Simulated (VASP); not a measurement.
Here is a VASP 6.6.1 calculation.

Contents of INCAR:

```
  PREC = Accurate
  ENCUT = 520
  EDIFF = 1E-6
  ISMEAR = -1
  SIGMA = 0.06122561905347299
  LREAL = False
  LASPH = True
  NELM = 80
  ALGO = Normal
  ISIF = 2
  LWAVE = False
  LCHARG = False
  GGA = PE
  NBANDS = 12
```

File KPOINTS:

```
Automatic mesh
0
Gamma
  47 47 47
```

File POSCAR:

```
Mn
1.0
    2.3281738287      0.0000000000      0.0000000000
    0.0000000000      2.3281738287      0.0000000000
    0.0000000000      0.0000000000      2.3281738287
Mn
1
Direct
    0.0000000000      0.0000000000      0.0000000000
```

Potentials or basis: VASP PAW PBE potentials, release 64 (Mn_pv).

Command:

```bash
$ cat potpaw_PBE.64/Mn_pv/POTCAR > POTCAR
$ mpirun -np 1 vasp_std > vasp.out
```

Question: What does it give for the pressure?

Answer: -10.8 GPa.

Question: Estimate the band gap on the k mesh.

Answer: Zero (an odd number of electrons rules out a gap without spin polarisation).

Caveat: the cell stands under tension; the run has no spin polarisation, though such a crystal can be magnetic. Spin polarisation is off, so any magnetic state and its effect on volume and gap are missing.
